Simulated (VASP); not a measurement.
# PtSe2 (P-3m1) in VASP: phonons with PBE+D3(BJ)

Aim: the phonons of PtSe2 with PBE+D3(BJ).

Program: VASP 6.6.1. These are calculated values, not measurements. Logs are shortened: lines on timing, memory, paths and dates and some standing lists are left out, and cuts for length are marked.

**1. The cell of the first run**

The structure is trigonal, space group P-3m1 (No. 164). The conventional cell has a = 3.772 Å, b = 3.772 Å, c = 4.821 Å, α = 90.00°, β = 90.00°, γ = 120.00°. Pt (site symmetry -3m) has 6 Se at 2.53 Å within 3.3 Å. Within 3.4 Å of Se (site symmetry 3m) lie 3 Pt at 2.53 Å and 6 Se at 3.14 to 3.36 Å.

**2. Phonons, PBE+D3(BJ)**

Contents of INCAR:

```
SYSTEM = PtSe2
PREC = Accurate ; ENCUT = 520
EDIFF = 1E-8 ; ISMEAR = -1
SIGMA = 0.15 ; LREAL = .FALSE.
LASPH = .TRUE. ; NELM = 80
ALGO = Fast ; ISIF = 2
LWAVE = .FALSE. ; LCHARG = .FALSE.
GGA = PE ; IVDW = 12
NBANDS = 18 ; IBRION = 6
NFREE = 2 ; POTIM = 0.015
NSW = 1
```

Contents of KPOINTS:

```
regular mesh
0
G
  15 15 10
  0 0 0
```

Contents of POSCAR:

```
PtSe2
1.0
    3.7719032158      0.0000000000      0.0000000000
   -1.8859516079      3.2665640055      0.0000000000
    0.0000000000      0.0000000000      4.8214860758
Pt Se
1 2
Direct
    0.0000000000      0.0000000000      0.0000000000
    0.3333333333      0.6666666667      0.2657465366
    0.6666666667      0.3333333333      0.7342534634
```

Potentials or basis: VASP PAW PBE potentials, release 64 (Pt, Se).

Started as:

```bash
$ cat potpaw_PBE.64/Pt/POTCAR potpaw_PBE.64/Se/POTCAR > POTCAR
$ mpirun -np 1 vasp_std > vasp.out
```

OUTCAR:

```text
SYSTEM = PtSe2
   PREC = Accurate
   ENCUT = 520
   EDIFF = 1E-8
   ISMEAR = -1
   LREAL = .FALSE.
   LASPH = .TRUE.
   NELM = 80
   ISIF = 2
   GGA = PE
   IVDW = 12
   IBRION = 6
   NFREE = 2
   POTIM = 0.015
   NSW = 1
 IVDW          = 12

 ion  position               nearest neighbor table
   1  0.000  0.000  0.000-   2 2.53   3 2.53   3 2.53   2 2.53   3 2.53   2 2.53
   2  0.333  0.667  0.266-   1 2.53   1 2.53   1 2.53
   3  0.667  0.333  0.734-   1 2.53   1 2.53   1 2.53

  LATTYP: Found a hexagonal cell.
 ALAT       =     3.7719032158
 C/A-ratio  =     1.2782634654

  Lattice vectors:

 A1 = (   3.7719032158,   0.0000000000,   0.0000000000)
 A2 = (  -1.8859516079,   3.2665640055,   0.0000000000)
 A3 = (   0.0000000000,   0.0000000000,   4.8214860758)

Analysis of symmetry for initial positions (statically):
=====================================================================
 Subroutine PRICEL returns:
 Original cell was already a primitive cell.

 Routine SETGRP: Setting up the symmetry group for a
 hexagonal supercell.

 Subroutine GETGRP returns: Found 12 space group operations
 (whereof 12 operations were pure point group operations)
 out of a pool of 24 trial point group operations.

The static configuration has the point symmetry D_3d.

Analysis of symmetry for dynamics (positions and initial velocities):
=====================================================================
 Subroutine PRICEL returns:
 Original cell was already a primitive cell.

 Routine SETGRP: Setting up the symmetry group for a
 hexagonal supercell.

 Subroutine GETGRP returns: Found 12 space group operations
 (whereof 12 operations were pure point group operations)
 out of a pool of 24 trial point group operations.

The dynamic configuration has the point symmetry D_3d.

 Subroutine INISYM returns: Found 12 space group operations
 (whereof 12 operations are pure point group operations),
 and found     1 'primitive' translations

----------------------------------------------------------------------------------------

                                     Primitive cell

  volume of cell :      59.4063

  direct lattice vectors                    reciprocal lattice vectors
     3.771903216  0.000000000  0.000000000     0.265118149  0.153066035  0.000000000
    -1.885951608  3.266564005  0.000000000     0.000000000  0.306132070  0.000000000
     0.000000000  0.000000000  4.821486076     0.000000000  0.000000000  0.207404934

  length of vectors
     3.771903216  3.771903216  4.821486076     0.306132070  0.306132070  0.207404934

  position of ions in fractional coordinates (direct lattice)
     0.000000000  0.000000000  0.000000000
     0.333333333  0.666666667  0.265746537
     0.666666667  0.333333333  0.734253463

  ion indices of the primitive-cell ions
   primitive index   ion index
                 1           1
                 2           2
                 3           3

----------------------------------------------------------------------------------------

 KPOINTS: regular mesh

Automatic generation of k-mesh.
 Grid dimensions read from file:
 generate k-points for:   15   15   10

 Generating k-lattice:

  Cartesian coordinates                     Fractional coordinates (reciprocal lattice)
     0.017674543  0.010204402  0.000000000     0.066666667  0.000000000  0.000000000
     0.000000000  0.020408805  0.000000000     0.000000000  0.066666667  0.000000000
     0.000000000  0.000000000  0.020740493     0.000000000  0.000000000  0.100000000

  Length of vectors
     0.020408805  0.020408805  0.020740493

  Shift w.r.t. Gamma in fractional coordinates (k-lattice)
     0.000000000  0.000000000  0.000000000

 Subroutine IBZKPT returns following result:
 ===========================================

 Found    238 irreducible k-points:

 Following reciprocal coordinates:
            Coordinates               Weight
  0.000000  0.000000  0.000000      1.000000
  0.066667 -0.000000  0.000000      6.000000
  0.133333  0.000000  0.000000      6.000000
  0.200000  0.000000  0.000000      6.000000
  0.266667  0.000000  0.000000      6.000000
  0.333333 -0.000000  0.000000      6.000000
[... 16 lines left out ...]
  0.333333  0.200000  0.000000     12.000000
  0.400000  0.200000  0.000000      6.000000
 [... further k-points ...]
   k-points           NKPTS =    238   k-points in BZ     NKDIM =    238   number of bands    NBANDS=     18
   number of dos      NEDOS =    301   number of ions     NIONS =      3
   total plane-waves  NPLWV =  28224
   dimension x,y,z NGX =    28 NGY =   28 NGZ =   36
   dimension x,y,z NGXF=    56 NGYF=   56 NGZF=   72
   ions per type =               1   2
   NGX,Y,Z   is equivalent  to a cutoff of  12.34, 12.34, 12.41 a.u.
   NGXF,Y,Z  is equivalent  to a cutoff of  24.68, 24.68, 24.83 a.u.
 SYSTEM =  PtSe2
   PREC   = accura    normal or accurate (medium, high low for compatibility)
   ISTART =      0    job   : 0-new  1-cont  2-samecut
   ICHARG =      2    charge: 1-file 2-atom 10-const
   ISPIN  =      1    spin polarized calculation?
   LNONCOLLINEAR =      F non collinear calculations
   LSORBIT =      F    spin-orbit coupling
   LASPH  =      T    aspherical Exc in radial PAW
   ENCUT  =  520.0 eV  38.22 Ry    6.18 a.u.   7.01  7.01  8.96*2*pi/ulx,y,z
   NELM   =     80;   NELMIN=  2; NELMDL= -5     # of ELM steps
   EDIFF  = 0.1E-07   stopping-criterion for ELM
   LREAL  =      F    real-space projection
   EDIFFG = 0.1E-06   stopping-criterion for IOM
   NSW    =     73    number of steps for IOM
   IBRION =      6    ionic relax: 0-MD 1-quasi-New 2-CG
   NFREE  =      2    steps in history (QN), initial steepest desc. (CG)
   ISIF   =      2    stress and relaxation
   ISYM   =      2    0-nonsym 1-usesym 2-fastsym
   POTIM  = 0.0150    time-step for ionic-motion
   TEBEG  =    0.0;   TEEND  =   0.0 temperature during run
   PSTRESS=    0.0 pullay stress
   NELECT =      22.0000    total number of electrons
   NUPDOWN=      -1.0000    fix difference up-down
   EMIN   =  10.00;   EMAX   =-10.00  energy-range for DOS
   EFERMI =   0.00;   METHOD = LEGACY
   ISMEAR =    -1;   SIGMA  =   0.15  broadening in eV -4-tet -1-fermi 0-gaus
   EFERMI_NEDOS =   21; number of points for ismear=-14 and -15
   IALGO  =     68    algorithm
   IMIX   =      4    mixing-type and parameters
     AMIX     =   0.40;   BMIX     =  1.00
     AMIX_MAG =   1.60;   BMIX_MAG =  1.00
  volume/ion in A,a.u.               =      19.80       133.63
  Fermi-wavevector in a.u.,A,eV,Ry     =   1.175632  2.221623 18.804766  1.382111
  Thomas-Fermi vector in A             =   2.312010
   LORBIT       =      0    0 simple, 1 ext, 2 COOP (PROOUT), +10 PAW based schemes
   GGA     = PE    functional components
   LHFCALC =     F    Hartree Fock is set to
   AEXX    =    0.0000 exact exchange contribution
   IVDW    =    12    specifies the selected vdW correction
   LEPSILON=     F    determine dielectric tensor
   LRPA    =     F    only Hartree local field effects (RPA)
 finite differences with symmetry
 non-spin polarized calculation
 RMM-DIIS sequential band-by-band and
  energy-cutoff  :      520.00
  volume of cell :       59.41
 maximum number of plane-waves:      1620
   NGX = 13   NGY = 13   NGZ = 17

--------------------------------------- Ionic step        1  -------------------------------------------

 number of electron      21.9999997 magnetization

 Free energy of the ion-electron system (eV)
  ---------------------------------------------------
  ext. energy  EPLUGINS =         0.00000000
  ---------------------------------------------------
  free energy    TOTEN  =       -14.22418428 eV

  energy without entropy =      -14.16456659  energy(sigma->0) =      -14.19437544

------------------------ aborting loop because EDIFF is reached ----------------------------------------

 Edisp (eV)   -1.47016

 E8    (eV) :    -0.6317
[... 319 lines left out ...]
--------------------------------------- Ionic step        9  -------------------------------------------

 number of electron      21.9999997 magnetization

 Free energy of the ion-electron system (eV)
  ---------------------------------------------------
  ext. energy  EPLUGINS =         0.00000000
  ---------------------------------------------------
  free energy    TOTEN  =       -14.22333341 eV

  energy without entropy =      -14.16431580  energy(sigma->0) =      -14.19382461

 E-fermi :   6.6494     XC(G=0): -10.8209

 val. band max:        6.6220094743   @ k =   0.1333   0.1333   0.5000
 cond. band min:       6.6501041126   @ k =   0.0667  -0.0000   0.2000
 fundamental gap:      0.0280946383
 Fermi energy:         6.6494095800

 k-point     1 :       0.0000    0.0000    0.0000
  band No.  band energies     occupation
      1      -8.9662      2.00000
      2      -5.8657      2.00000
      3      -0.4027      2.00000
      4       0.4612      2.00000
      5       0.4612      2.00000
      6       2.9219      2.00000
[... 481 lines left out ...]
      5       1.2811      2.00000
      6       1.8778      2.00000
[... 10 lines left out ...]
     17      15.7068      0.00000
     18      17.0635      0.00000

 [... further k-points ...]

------------------------ aborting loop because EDIFF is reached ----------------------------------------

 Edisp (eV)   -1.46985

 E8    (eV) :    -0.6315
[... 26 lines left out ...]
  FREE ENERGIE OF THE ION-ELECTRON SYSTEM (eV)
  ---------------------------------------------------
  free  energy   TOTEN  =       -15.6931804472 eV

  energy  without entropy=      -15.6341628382  energy(sigma->0) =      -15.66367164

 INTERNAL STRAIN TENSORS FROM DISPLACED ATOMS
 ============================================

 INTERNAL STRAIN TENSOR FOR ION    1 for displacements in x,y,z  (eV/Angst):
          X           Y           Z          XY          YZ          ZX
  --------------------------------------------------------------------------------
  x     0.00000     0.00000     0.00000     0.00000     0.00000     0.00000
  y     0.00000     0.00000     0.00000     0.00000     0.00000     0.00000
  z     0.00000     0.00000     0.00000     0.00000     0.00000     0.00000

 INTERNAL STRAIN TENSOR FOR ION    3 for displacements in x,y,z  (eV/Angst):
          X           Y           Z          XY          YZ          ZX
  --------------------------------------------------------------------------------
  x     0.00000     0.00000     0.00000    -3.87223     0.00000     7.71267
  y    -3.87223     3.87223    -0.00000     0.00000     7.71266     0.00000
  z     9.69881     9.69881    10.94435     0.00000    -0.00000     0.00000

 Eigenvectors and eigenvalues of the dynamical matrix
 ----------------------------------------------------

   1 f  =    6.406288 THz    40.251893 2PiTHz  213.690756 cm-1    26.494265 meV
             X         Y         Z           dx          dy          dz
      0.000000  0.000000  0.000000    -0.000000    0.000000   -0.669196
     -0.000000  2.177709  1.281293     0.000000   -0.000000    0.525441
      1.885952  1.088855  3.540193     0.000000   -0.000000    0.525441
[... 43 lines left out ...]
   9 f/i=    0.002952 THz     0.018546 2PiTHz    0.098458 cm-1     0.012207 meV
             X         Y         Z           dx          dy          dz
      0.000000  0.000000  0.000000     0.000000    0.000000   -0.743086
     -0.000000  2.177709  1.281293     0.000000    0.000000   -0.473193
      1.885952  1.088855  3.540193     0.000000    0.000000   -0.473193

 ELASTIC MODULI CONTR FROM IONIC RELAXATION (kBar)
 Direction    XX          YY          ZZ          XY          YZ          ZX
 --------------------------------------------------------------------------------
 XX        -543.4931   -311.8274   -482.5813      0.0000    230.7144     -0.0000
 YY        -311.8274   -543.4931   -482.5813     -0.0000   -230.7144      0.0000
 ZZ        -482.5813   -482.5813   -544.5554     -0.0000     -0.0000      0.0000
 XY           0.0000     -0.0000     -0.0000   -115.8329     -0.0000    230.7147
 YZ         230.7144   -230.7144     -0.0000     -0.0000   -459.5339      0.0000
 ZX          -0.0000      0.0000      0.0000    230.7147      0.0000   -459.5351
 --------------------------------------------------------------------------------
```

Run time: 82 min. Hardware: 1 thread of Oxide Virtual Turin-like, shared host; peak memory 1.7 GiB.

What came out:

```yaml
Highest_phonon_frequency_at_Γ_LO-TO_splitting_left_out: 214 cm⁻¹
Dispersion_energy_per_atom: -0.490 eV
```

Phonon frequencies in cm⁻¹ (negative: imaginary):
| q point | frequencies |
| --- | --- |
| (0.000, 0.000, 0.000) | 0 0 0 155 155 202 212 212 214 |

Caveat: spin-orbit coupling is left out, which moves the levels of the heavy elements.
